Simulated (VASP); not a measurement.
# Al: relaxation of the atoms with PBE

Al, a slab with vacuum:

```
Al
1.0
     2.85786    0.00000    0.00000
    -1.42893    2.47498    0.00000
     0.00000    0.00000   24.33372
Al
5
Direct
  0.66667 0.33333 0.30821
  0.33333 0.66667 0.40411
  0.00000 0.00000 0.50000
  0.66667 0.33333 0.59589
  0.33333 0.66667 0.69179
```

```json
{
 "Program": "VASP 6.6.1",
 "Task": "relaxation of the atoms",
 "Functional": "PBE",
 "Potentials or basis": "VASP PAW PBE potentials, release 64 (Al)",
 "Cutoff": "520 eV",
 "k mesh": "12 × 12 × 1",
 "Occupations": "gaussian, width 0.1 eV",
 "Spin": "no spin polarisation",
 "Dipole correction": "yes",
 "Further INCAR settings": "ALGO = Normal; EDIFF = 1e-06; IBRION = 2; EDIFFG = -0.02; NSW = 80"
}
```

| Property | Result |
| --- | --- |
| Energy gained by relaxing | 0.6 meV/atom |
| Ionic steps | 6 |
| Largest force after relaxing | 0.017 eV/Å |
| Band gap on the k mesh | zero (an odd number of electrons rules out a gap without spin polarisation) |

Forces on the atoms (eV/Å):
```
Al   0.000  0.000 -0.016
Al   0.000  0.000 -0.017
Al   0.000  0.000  0.000
Al   0.000  0.000  0.017
Al   0.000  0.000  0.016
```

The path:
| step | energy change (eV) | largest force (eV/Å) | pressure (GPa) |
| --- | --- | --- | --- |
| 1 | 0.0000 | 0.1018 | -0.82 |
| 2 | -0.0014 | 0.0748 | -0.85 |
| 3 | -0.0026 | 0.0218 | -0.91 |
| 4 | -0.0026 | 0.0239 | -0.91 |
| 5 | -0.0028 | 0.0221 | -0.92 |
| 6 | -0.0031 | 0.0174 | -0.96 |

Final structure:
```cif
data_structure
_symmetry_space_group_name_H-M 'P 1'
_symmetry_Int_Tables_number 1
_cell_length_a 2.8579
_cell_length_b 2.8579
_cell_length_c 24.3337
_cell_angle_alpha 90.000
_cell_angle_beta 90.000
_cell_angle_gamma 120.000
_cell_volume 172.12
loop_
_atom_site_label
_atom_site_type_symbol
_atom_site_fract_x
_atom_site_fract_y
_atom_site_fract_z
_atom_site_occupancy
Al1 Al 0.66667 0.33333 0.30730 1
Al2 Al 0.33333 0.66667 0.40442 1
Al3 Al 0.00000 0.00000 0.50000 1
Al4 Al 0.66667 0.33333 0.59558 1
Al5 Al 0.33333 0.66667 0.69270 1
```

Levels at points of the mesh, in eV from the Fermi level:
```csv
k point,band 5,band 6,band 7,band 8,band 9,band 10
"(0.00, 0.00, 0.00)",-5.66,-3.61,-1.18,1.16,3.01,4.05
"(0.50, 0.00, 0.00)",-3.39,-3.12,-1.90,-1.44,0.18,0.25
```

Run time: 91 s on 1 thread of Intel(R) Xeon(R) Platinum 8559C (Emerald Rapids), with other jobs on the host, peak memory 0.32 GiB.
